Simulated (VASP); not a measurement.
# Sc3Al2 (Pm-3m) in VASP: notebook

The runs below take Sc3Al2 through single point, relaxation of cell and atoms, with PBE.

Program: VASP 6.6.1. These are calculated values, not measurements. Logs are shortened: lines on timing, memory, paths and dates and some standing lists are left out, and cuts for length are marked.

### 1 The cell of the first run

It takes space group Pm-3m (No. 221, cubic). Conventional cell: a = 5.086 Å, b = 5.086 Å, c = 5.086 Å, α = 90.00°, β = 90.00°, γ = 90.00°. Sc (site symmetry 4/mmm) has 2 Al at 2.54 Å within 3.4 Å. Al (site symmetry m-3m) has 6 Sc at 2.54 Å within 3.4 Å. Al (site symmetry m-3m) has 12 Sc at 3.60 Å and 8 Al at 4.40 Å within 4.7 Å.

The cell was generated, and may not be a known phase.

### 2 Single point, PBE

Contents of INCAR:

```
PREC = Accurate ; ENCUT = 520
EDIFF = 1E-6 ; ISMEAR = 0
SIGMA = 0.1 ; LREAL = False
LASPH = True ; NELM = 80
ALGO = Fast ; ISIF = 2
LWAVE = False ; LCHARG = False
GGA = PE ; NBANDS = 28
```

Contents of KPOINTS:

```
Automatic mesh
0
Gamma
  8 8 8
```

Contents of POSCAR:

```
Sc3Al2
1.0
    5.0862804607      0.0000000000      0.0000000000
    0.0000000000      5.0862804607      0.0000000000
    0.0000000000      0.0000000000      5.0862804607
Sc Al
3 2
Direct
    0.5000000000      0.0000000000      0.0000000000
    0.0000000000      0.5000000000      0.0000000000
    0.0000000000      0.0000000000      0.5000000000
    0.0000000000      0.0000000000      0.0000000000
    0.5000000000      0.5000000000      0.5000000000
```

Potentials or basis: VASP PAW PBE potentials, release 64 (Sc_sv, Al).

On the command line:

```sh
cat potpaw_PBE.64/Sc_sv/POTCAR potpaw_PBE.64/Al/POTCAR > POTCAR
mpirun -np 1 vasp_std > vasp.out
```

OUTCAR:

```text
PREC = Accurate
   ENCUT = 520
   EDIFF = 1E-6
   ISMEAR = 0
   LREAL = False
   LASPH = True
   NELM = 80
   ISIF = 2
   GGA = PE

 ion  position               nearest neighbor table
   1  0.500  0.000  0.000-   4 2.54   4 2.54
   2  0.000  0.500  0.000-   4 2.54   4 2.54
   3  0.000  0.000  0.500-   4 2.54   4 2.54
   4  0.000  0.000  0.000-   1 2.54   2 2.54   3 2.54   3 2.54   2 2.54   1 2.54
   5  0.500  0.500  0.500-

  LATTYP: Found a simple cubic cell.
 ALAT       =     5.0862804607

  Lattice vectors:

 A1 = (   5.0862804607,   0.0000000000,   0.0000000000)
 A2 = (   0.0000000000,   5.0862804607,   0.0000000000)
 A3 = (   0.0000000000,   0.0000000000,   5.0862804607)

Analysis of symmetry for initial positions (statically):
=====================================================================
 Subroutine PRICEL returns:
 Original cell was already a primitive cell.

 Routine SETGRP: Setting up the symmetry group for a
 simple cubic supercell.

 Subroutine GETGRP returns: Found 48 space group operations
 (whereof 48 operations were pure point group operations)
 out of a pool of 48 trial point group operations.

The static configuration has the point symmetry O_h .

Analysis of symmetry for dynamics (positions and initial velocities):
=====================================================================
 Subroutine PRICEL returns:
 Original cell was already a primitive cell.

 Routine SETGRP: Setting up the symmetry group for a
 simple cubic supercell.

 Subroutine GETGRP returns: Found 48 space group operations
 (whereof 48 operations were pure point group operations)
 out of a pool of 48 trial point group operations.

The dynamic configuration has the point symmetry O_h .

 Subroutine INISYM returns: Found 48 space group operations
 (whereof 48 operations are pure point group operations),
 and found     1 'primitive' translations

----------------------------------------------------------------------------------------

                                     Primitive cell

  volume of cell :     131.5833

  direct lattice vectors                    reciprocal lattice vectors
     5.086280461  0.000000000  0.000000000     0.196607326  0.000000000  0.000000000
     0.000000000  5.086280461  0.000000000     0.000000000  0.196607326  0.000000000
     0.000000000  0.000000000  5.086280461     0.000000000  0.000000000  0.196607326

  length of vectors
     5.086280461  5.086280461  5.086280461     0.196607326  0.196607326  0.196607326

  position of ions in fractional coordinates (direct lattice)
     0.500000000  0.000000000  0.000000000
     0.000000000  0.500000000  0.000000000
     0.000000000  0.000000000  0.500000000
     0.000000000  0.000000000  0.000000000
     0.500000000  0.500000000  0.500000000

  ion indices of the primitive-cell ions
   primitive index   ion index
                 1           1
                 2           2
                 3           3
                 4           4
                 5           5

----------------------------------------------------------------------------------------

 KPOINTS: Automatic mesh

Automatic generation of k-mesh.
 Grid dimensions read from file:
 generate k-points for:    8    8    8

 Generating k-lattice:

  Cartesian coordinates                     Fractional coordinates (reciprocal lattice)
     0.024575916  0.000000000  0.000000000     0.125000000  0.000000000  0.000000000
     0.000000000  0.024575916  0.000000000     0.000000000  0.125000000  0.000000000
     0.000000000  0.000000000  0.024575916     0.000000000  0.000000000  0.125000000

  Length of vectors
     0.024575916  0.024575916  0.024575916

  Shift w.r.t. Gamma in fractional coordinates (k-lattice)
     0.000000000  0.000000000  0.000000000

 Subroutine IBZKPT returns following result:
 ===========================================

 Found     35 irreducible k-points:

 Following reciprocal coordinates:
            Coordinates               Weight
  0.000000  0.000000  0.000000      1.000000
  0.125000  0.000000  0.000000      6.000000
  0.250000  0.000000  0.000000      6.000000
  0.375000  0.000000  0.000000      6.000000
  0.500000  0.000000  0.000000      3.000000
  0.125000  0.125000  0.000000     12.000000
[... 16 lines left out ...]
  0.375000  0.375000  0.125000     24.000000
  0.500000  0.375000  0.125000     24.000000
 [... further k-points ...]
   k-points           NKPTS =     35   k-points in BZ     NKDIM =     35   number of bands    NBANDS=     28
   number of dos      NEDOS =    301   number of ions     NIONS =      5
   total plane-waves  NPLWV =  64000
   dimension x,y,z NGX =    40 NGY =   40 NGZ =   40
   dimension x,y,z NGXF=    80 NGYF=   80 NGZF=   80
   ions per type =               3   2
   NGX,Y,Z   is equivalent  to a cutoff of  13.07, 13.07, 13.07 a.u.
   NGXF,Y,Z  is equivalent  to a cutoff of  26.15, 26.15, 26.15 a.u.
 SYSTEM =  unknown system
   PREC   = accura    normal or accurate (medium, high low for compatibility)
   ISTART =      0    job   : 0-new  1-cont  2-samecut
   ICHARG =      2    charge: 1-file 2-atom 10-const
   ISPIN  =      1    spin polarized calculation?
   LNONCOLLINEAR =      F non collinear calculations
   LSORBIT =      F    spin-orbit coupling
   LASPH  =      T    aspherical Exc in radial PAW
   ENCUT  =  520.0 eV  38.22 Ry    6.18 a.u.   9.46  9.46  9.46*2*pi/ulx,y,z
   NELM   =     80;   NELMIN=  2; NELMDL= -5     # of ELM steps
   EDIFF  = 0.1E-05   stopping-criterion for ELM
   LREAL  =      F    real-space projection
   EDIFFG = 0.1E-04   stopping-criterion for IOM
   NSW    =      0    number of steps for IOM
   IBRION =     -1    ionic relax: 0-MD 1-quasi-New 2-CG
   NFREE  =      0    steps in history (QN), initial steepest desc. (CG)
   ISIF   =      2    stress and relaxation
   ISYM   =      2    0-nonsym 1-usesym 2-fastsym
   POTIM  = 0.5000    time-step for ionic-motion
   TEBEG  =    0.0;   TEEND  =   0.0 temperature during run
   PSTRESS=    0.0 pullay stress
   NELECT =      39.0000    total number of electrons
   NUPDOWN=      -1.0000    fix difference up-down
   EMIN   =  10.00;   EMAX   =-10.00  energy-range for DOS
   EFERMI =   0.00;   METHOD = LEGACY
   ISMEAR =     0;   SIGMA  =   0.10  broadening in eV -4-tet -1-fermi 0-gaus
   EFERMI_NEDOS =   21; number of points for ismear=-14 and -15
   IALGO  =     68    algorithm
   IMIX   =      4    mixing-type and parameters
     AMIX     =   0.40;   BMIX     =  1.00
     AMIX_MAG =   1.60;   BMIX_MAG =  1.00
  volume/ion in A,a.u.               =      26.32       177.59
  Fermi-wavevector in a.u.,A,eV,Ry     =   1.091514  2.062663 16.210026  1.191403
  Thomas-Fermi vector in A             =   2.227761
   LORBIT       =      0    0 simple, 1 ext, 2 COOP (PROOUT), +10 PAW based schemes
   GGA     = PE    functional components
   LHFCALC =     F    Hartree Fock is set to
   AEXX    =    0.0000 exact exchange contribution
   IVDW    =     0    specifies the selected vdW correction
   LEPSILON=     F    determine dielectric tensor
   LRPA    =     F    only Hartree local field effects (RPA)
 non-spin polarized calculation
 RMM-DIIS sequential band-by-band and
 Gauss-broadening in eV      SIGMA  =   0.10
  energy-cutoff  :      520.00
  volume of cell :      131.58
 maximum number of plane-waves:      3575
 NGX is ok and might be reduce to    40
   NGX = 19   NGY = 19   NGZ = 19

 number of electron      39.0000011 magnetization

 Free energy of the ion-electron system (eV)
  ---------------------------------------------------
  ext. energy  EPLUGINS =         0.00000000
  ---------------------------------------------------
  free energy    TOTEN  =       -24.61756287 eV

  energy without entropy =      -24.58578027  energy(sigma->0) =      -24.60167157

 E-fermi :   3.0635     XC(G=0):  -9.0656

 val. band max:        3.0481340370   @ k =   0.5000   0.5000   0.0000
 cond. band min:       3.0754361688   @ k =   0.1250   0.1250   0.0000
 fundamental gap:      0.0273021318
 Fermi energy:         3.0634570554

 k-point     1 :       0.0000    0.0000    0.0000
  band No.  band energies     occupation
      1     -46.5402      2.00000
      2     -46.5225      2.00000
      3     -46.5225      2.00000
      4     -25.2216      2.00000
      5     -25.2216      2.00000
      6     -25.2216      2.00000
[... 20 lines left out ...]
     27       6.2569      0.00000
     28       6.2591      0.00000

 k-point     2 :       0.1250    0.0000    0.0000
  band No.  band energies     occupation
      1     -46.5396      2.00000
      2     -46.5231      2.00000
      3     -46.5225      2.00000
      4     -25.2197      2.00000
      5     -25.2197      2.00000
      6     -25.2190      2.00000
[... 20 lines left out ...]
     27       6.3055      0.00000
     28       6.3262      0.00000

 k-point     3 :       0.2500    0.0000    0.0000
  band No.  band energies     occupation
      1     -46.5379      2.00000
      2     -46.5247      2.00000
      3     -46.5225      2.00000
      4     -25.2145      2.00000
      5     -25.2145      2.00000
      6     -25.2121      2.00000
[... 20 lines left out ...]
     27       5.0960      0.00000
     28       5.6329      0.00000

 k-point     4 :       0.3750    0.0000    0.0000
  band No.  band energies     occupation
      1     -46.5357      2.00000
      2     -46.5269      2.00000
      3     -46.5225      2.00000
      4     -25.2079      2.00000
      5     -25.2079      2.00000
      6     -25.2040      2.00000
[... 578 lines left out ...]
     27       5.2395      0.00000
     28       5.5171      0.00000

 k-point    23 :       0.3750    0.3750    0.1250
  band No.  band energies     occupation
      1     -46.5317      2.00000
      2     -46.5274      2.00000
      3     -46.5258      2.00000
      4     -25.2287      2.00000
      5     -25.2106      2.00000
      6     -25.2066      2.00000
[... 20 lines left out ...]
     27       5.3236      0.00000
     28       5.6788      0.00000

 k-point    24 :       0.5000    0.3750    0.1250
  band No.  band energies     occupation
      1     -46.5304      2.00000
      2     -46.5282      2.00000
      3     -46.5262      2.00000
      4     -25.2309      2.00000
      5     -25.2089      2.00000
      6     -25.2076      2.00000
[... 20 lines left out ...]
     27       5.3698      0.00000
     28       5.6888      0.00000

 [... further k-points ...]

------------------------ aborting loop because EDIFF is reached ----------------------------------------

  FORCE on cell =-STRESS in cart. coord.  units (eV):
  Direction    XX          YY          ZZ          XY          YZ          ZX
  --------------------------------------------------------------------------------------
  -------------------------------------------------------------------------------------
  Total        0.0416215      0.0416215      0.0416215      0.0000000      0.0000000     -0.0000000
  in kB        0.5067889      0.5067889      0.5067889      0.0000000      0.0000000     -0.0000000
  external PRESSURE =       0.5067889 kB  Pullay stress =       0.0000000 kB

 VOLUME and BASIS-vectors are now :
 -----------------------------------------------------------------------------
  energy-cutoff  :      520.00
  volume of cell :      131.58
      direct lattice vectors                 reciprocal lattice vectors
     5.086280461  0.000000000  0.000000000     0.196607326  0.000000000  0.000000000
     0.000000000  5.086280461  0.000000000     0.000000000  0.196607326  0.000000000
     0.000000000  0.000000000  5.086280461     0.000000000  0.000000000  0.196607326

 POSITION                                       TOTAL-FORCE (eV/Angst)
 -----------------------------------------------------------------------------------
      2.54314      0.00000      0.00000         0.000000      0.000000      0.000000
      0.00000      2.54314      0.00000         0.000000      0.000000      0.000000
      0.00000      0.00000      2.54314         0.000000      0.000000      0.000000
      0.00000      0.00000      0.00000         0.000000      0.000000      0.000000
      2.54314      2.54314      2.54314         0.000000      0.000000      0.000000
 -----------------------------------------------------------------------------------
    total drift:                               -0.000000      0.000000     -0.000000

  FREE ENERGIE OF THE ION-ELECTRON SYSTEM (eV)
  ---------------------------------------------------
  free  energy   TOTEN  =       -24.6175628681 eV

  energy  without entropy=      -24.5857802734  energy(sigma->0) =      -24.60167157
```

Run time: 3.9 min. Hardware: 1 thread of Intel Xeon 8259CL, shared host; peak memory 0.3 GiB.

Results:

- Free energy: -24.6176 eV
- Pressure: 0.1 GPa
- Band gap on the k mesh: zero (an odd number of electrons rules out a gap without spin polarisation)

Levels at points of the mesh, in eV from the Fermi level:
```csv
k point,band 18,band 19,band 20,band 21,band 22,band 23
"(0.00, 0.00, 0.00)",-0.08,-0.08,-0.08,-0.03,-0.03,2.01
"(0.50, 0.00, 0.00)",-0.38,-0.27,-0.27,0.16,0.81,1.55
"(0.50, 0.50, 0.00)",-0.10,-0.10,-0.02,0.79,0.79,1.52
"(0.50, 0.50, 0.50)",-0.72,-0.72,-0.72,1.42,1.42,1.42
```

### 3 Relaxation of cell and atoms, PBE

This run uses another cell than the first one, of 26.46 Å³/atom.

Contents of INCAR:

```
SYSTEM = Sc3Al2
PREC = Accurate ; ENCUT = 600
EDIFF = 1E-7 ; ISMEAR = 0
SIGMA = 0.1 ; LREAL = .False.
LASPH = .True. ; NELM = 60
ALGO = Fast ; ISIF = 3
LWAVE = .False. ; LCHARG = .False.
GGA = PE ; IBRION = 2
NSW = 100 ; EDIFFG = -0.01
```

Contents of KPOINTS:

```
regular mesh
0
Gamma
  8 8 8
  0 0 0
```

POSCAR: that of step 2 with these lines changed.

```diff
@@ -2,5 +2,5 @@
 1.0
-    5.0862804607      0.0000000000      0.0000000000
-    0.0000000000      5.0862804607      0.0000000000
-    0.0000000000      0.0000000000      5.0862804607
+    5.0952800911      0.0000000000      0.0000000000
+    0.0000000000      5.0952800911      0.0000000000
+    0.0000000000      0.0000000000      5.0952800911
 Sc Al
```

Potentials or basis: VASP PAW PBE potentials, release 64 (Sc_sv, Al).

On the command line:

```sh
cat potpaw_PBE.64/Sc_sv/POTCAR potpaw_PBE.64/Al/POTCAR > POTCAR
mpirun -np 1 vasp_std > vasp.out
```

Wall time 7 min (1 thread of Intel Xeon 8259CL, shared host); peak memory 0.34 GiB.

Results (log left out):

- Free energy: -24.6179 eV
- Relaxed volume: 26.33 Å³/atom
- Relaxed cell: a = 5.087 Å, b = 5.087 Å, c = 5.087 Å, α = 90.00°, β = 90.00°, γ = 90.00°
- Space group after relaxing (to 0.1 Å): Pm-3m (No. 221)
- Energy gained by relaxing: 0.1 meV/atom
- Ionic steps: 2
- Pressure after relaxing: 0.0 GPa
- Band gap on the k mesh: zero (an odd number of electrons rules out a gap without spin polarisation)

Step by step:
```tsv
step	energy change (eV)	largest force (eV/Å)	pressure (GPa)	volume (Å³)
1	0.0000	0.0000	-0.20	132.28
2	-0.0003	0.0000	0.00	131.67
```

Final structure:
```
Sc Al
1.0
     5.08733    0.00000    0.00000
     0.00000    5.08733    0.00000
     0.00000    0.00000    5.08733
Sc Al
3 2
Direct
  0.50000 0.00000 0.00000
  0.00000 0.50000 0.00000
  0.00000 0.00000 0.50000
  0.00000 0.00000 0.00000
  0.50000 0.50000 0.50000
```

Levels at points of the mesh, in eV from the Fermi level:
| k point | band 16 | band 17 | band 18 | band 19 | band 20 | band 21 | band 22 | band 23 |
| --- | --- | --- | --- | --- | --- | --- | --- | --- |
| (0.00, 0.00, 0.00) | -0.31 | -0.31 | -0.08 | -0.08 | -0.08 | -0.03 | -0.03 | 2.02 |
| (0.50, 0.00, 0.00) | -0.80 | -0.39 | -0.39 | -0.27 | -0.27 | 0.16 | 0.81 | 1.57 |
| (0.50, 0.50, 0.00) | -2.69 | -0.77 | -0.10 | -0.10 | -0.02 | 0.79 | 0.79 | 1.52 |
| (0.50, 0.50, 0.50) | -2.37 | -2.37 | -0.72 | -0.72 | -0.72 | 1.42 | 1.42 | 1.43 |

The gap in the log of VASP goes by the Fermi energy; the results here count the filled bands.